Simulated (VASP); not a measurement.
## PbSe (rock salt type): single point with HSE06

PbSe (rock salt type):

```xyz
2
Lattice="0.0000 3.1153 3.1153 3.1153 0.0000 3.1153 3.1153 3.1153 0.0000" Properties=species:S:1:pos:R:3 pbc="T T T"
Pb    0.0000    0.0000    0.0000
Se    3.1153    3.1153    3.1153
```

```yaml
Program: VASP 6.6.1
Task: single point
Functional: HSE06
Potentials_or_basis: VASP PAW PBE potentials, release 64 (Pb_d, Se)
Cutoff: 520 eV
k_mesh: 4 × 4 × 4
Occupations: fermi-dirac, width 0.05 eV
Spin: no spin polarisation
```

```yaml
Pressure: -1.4 GPa
Band_gap_on_the_k_mesh: 0.90 eV
```

Levels at points of the mesh, in eV from the valence-band top:
| k point | band 6 | band 7 | band 8 | band 9 | band 10 | band 11 | band 12 | band 13 | band 14 | band 15 |
| --- | --- | --- | --- | --- | --- | --- | --- | --- | --- | --- |
| (0.00, 0.00, 0.00) | -14.51 | -6.69 | -1.88 | -1.88 | -1.88 | 5.41 | 5.41 | 5.41 | 7.32 | 7.32 |
| (0.50, 0.00, 0.00) | -13.46 | -9.24 | -1.50 | -1.50 | 0.00 | 0.90 | 2.34 | 2.34 | 9.30 | 10.98 |
| (0.50, 0.50, 0.00) | -13.13 | -7.76 | -5.07 | -3.27 | -3.27 | 4.44 | 6.30 | 6.30 | 6.74 | 12.14 |

It used 1600 s of CPU time on 1 thread of AMD EPYC 7R13 Processor (Zen 3) (shared host).

Caveat: the k points lie up to 0.44 Å⁻¹ apart; the PAW data sets were made with another functional, which shifts forces and pressure a little; spin-orbit coupling is left out, which moves the levels of the heavy elements. A k mesh can miss the band edges.
